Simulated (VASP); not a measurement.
Here is a VASP 6.6.1 calculation.

Contents of INCAR:

```
PREC = Accurate
ENCUT = 500
EDIFF = 1E-6
ISMEAR = 1
SIGMA = 0.01
LREAL = F
LASPH = T
NELM = 120
ALGO = Normal
ISIF = 2
LWAVE = F
LCHARG = T
GGA = LIBXC
LIBXC1 = GGA_X_B88
LIBXC2 = GGA_C_PBE
LELF = T
LVHAR = T
NBANDS = 8
GGA_COMPAT = F
```

The input KPOINTS:

```
Automatic mesh
0
Gamma
  12 12 12
```

Contents of POSCAR:

```
Al
1.0
   -1.5912186900      1.5912186900      1.5912186900
    1.5912186900     -1.5912186900      1.5912186900
    1.5912186900      1.5912186900     -1.5912186900
Al
1
Direct
    0.0000000000      0.0000000000      0.0000000000
```

Potentials or basis: VASP PAW PBE potentials, release 64 (Al).

Command:

```console
$ cat potpaw_PBE.64/Al/POTCAR > POTCAR
$ mpirun -np 1 vasp_std > vasp.out
```

(1) Estimate the pressure.

(2) Estimate the band gap on the k mesh.

Answers

(1) 4.4 GPa.

(2) zero (an odd number of electrons rules out a gap without spin polarisation).

Caveat: the cell stands under pressure; the PAW data sets were made with another functional, which shifts forces and pressure a little.
